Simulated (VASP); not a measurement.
Wanted: the native input for a VASP 6.6.1 run.

* Task: single point
* Functional: PBE
* Potentials or basis: VASP PAW PBE potentials, release 64 (Mg)
* Cutoff: 520 eV
* k mesh: 12 × 12 × 12
* Occupations: gaussian, width 0.1 eV
* Spin: no spin polarisation
* Dipole correction: no
* Further INCAR settings: ALGO = Normal; EDIFF = 1e-06; NBANDS = 9

The structure of Mg lies in POSCAR:

```
Mg
1.0
    3.6711586697      0.0000000000      0.0000000000
    0.0000000000      3.6711586697      0.0000000000
    0.0000000000      0.0000000000      3.4098285591
Mg
2
Direct
    0.0000000000      0.0000000000      0.0000000000
    0.5000000000      0.5000000000      0.5000000000
```

These files were run (other wordings do the same):

INCAR

```
  PREC = Accurate
  ENCUT = 520
  EDIFF = 1E-6
  ISMEAR = 0
  SIGMA = 0.1
  LREAL = F
  LASPH = T
  NELM = 80
  ALGO = Normal
  ISIF = 2
  LWAVE = F
  LCHARG = F
  GGA = PE
  NBANDS = 9
```

KPOINTS

```
Automatic mesh
0
Gamma
  12 12 12
```

Potentials or basis: VASP PAW PBE potentials, release 64 (Mg).

Run with:

```bash
$ cat potpaw_PBE.64/Mg/POTCAR > POTCAR
$ mpirun -np 1 vasp_std > vasp.out
```

It gave:

The pressure is -0.2 GPa. The band gap on the k mesh is zero (bands 2 and 3 overlap by 4.55 eV).

Wall time 64 s on 1 thread of Intel Xeon 8259CL (shared host), peak memory 0.21 GiB.
